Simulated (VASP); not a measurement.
WS2, 6 atoms in the cell. It takes space group C2/m (No. 12, monoclinic). The conventional cell has a = 5.395 Å, b = 3.115 Å, c = 11.772 Å, α = 90.00°, β = 90.43°, γ = 90.00°. W (site symmetry m) has 6 S at 2.38 to 2.40 Å and 6 W at 3.11 Å within 3.2 Å. S (site symmetry m) has 3 W at 2.38 to 2.40 Å and 10 S at 3.11 to 3.28 Å within 3.3 Å. S (site symmetry m) has 3 W at 2.38 to 2.39 Å and 10 S at 3.11 to 3.29 Å within 3.3 Å.  This cell differs from its parent crystal: strain +0.0075 x Voigt [0, 0, 0, 1, 0, 0].

* Program: VASP 6.6.1
* Task: single point
* Functional: PBEsol
* Dispersion: D3(BJ)
* Potentials or basis: VASP PAW PBE potentials, release 64 (W_sv, S)
* Cutoff: 520 eV
* k mesh: 12 × 12 × 4
* Occupations: gaussian, width 0.05 eV
* Spin: no spin polarisation
* Dipole correction: no
* Further INCAR settings: ALGO = Normal; EDIFF = 1e-06; NBANDS = 35

Potentials or basis: VASP PAW PBE potentials, release 64 (W_sv, S).

Run with:

```console
$ cat potpaw_PBE.64/W_sv/POTCAR potpaw_PBE.64/S/POTCAR > POTCAR
$ mpirun -np 1 vasp_std > vasp.out
```

Hardware: 1 thread of Intel(R) Xeon(R) Platinum 8259CL CPU @ 2.50GHz (Skylake/Cascade Lake) (shared host).

Question: How long does it take, and how much memory?

Answer: Wall time 6.8 min on 1 thread of Intel(R) Xeon(R) Platinum 8259CL CPU @ 2.50GHz (Skylake/Cascade Lake) (shared host), peak memory 0.54 GiB. Counts: scf iterations 14, k points 164.
